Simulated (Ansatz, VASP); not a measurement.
SiSn4: VASP beside Ansatz

```
Si Sn
1.0
     3.12004    1.80136    5.06036
    -3.12004    1.80136    5.06036
     0.00000   -3.60272    5.06036
Si Sn
1 4
Direct
  0.50000 0.50000 0.50000
  0.00000 0.00000 0.50000
  0.50000 0.00000 0.00000
  0.00000 0.50000 0.00000
  0.00000 0.00000 0.00000
```

Alike in both runs: functional PBE; k mesh 6 × 6 × 6; occupations gaussian, width 0.1 eV; no spin polarisation.

Ansatz relaxed the structure, and its values are those at the end. VASP's run is a single point on that final structure, the one shown.

```csv
,VASP,Ansatz
version,VASP 6.6.1,Ansatz 0.2.0
potentials or method,"VASP PAW PBE potentials, release 64 (Si, Sn_d), cutoff 520 eV","scalar-relativistic, plane waves, PAW"
valence electrons in the cell,60,60
```

|  | VASP | Ansatz | Ansatz less VASP |
| --- | --- | --- | --- |
| gap on the k mesh at the Fermi level (eV) | none | none | - |
| pressure (GPa) | 0.0 | 0.0 | +0.04 |

A gap of «none» marks a metal or a gap that the smearing closes.
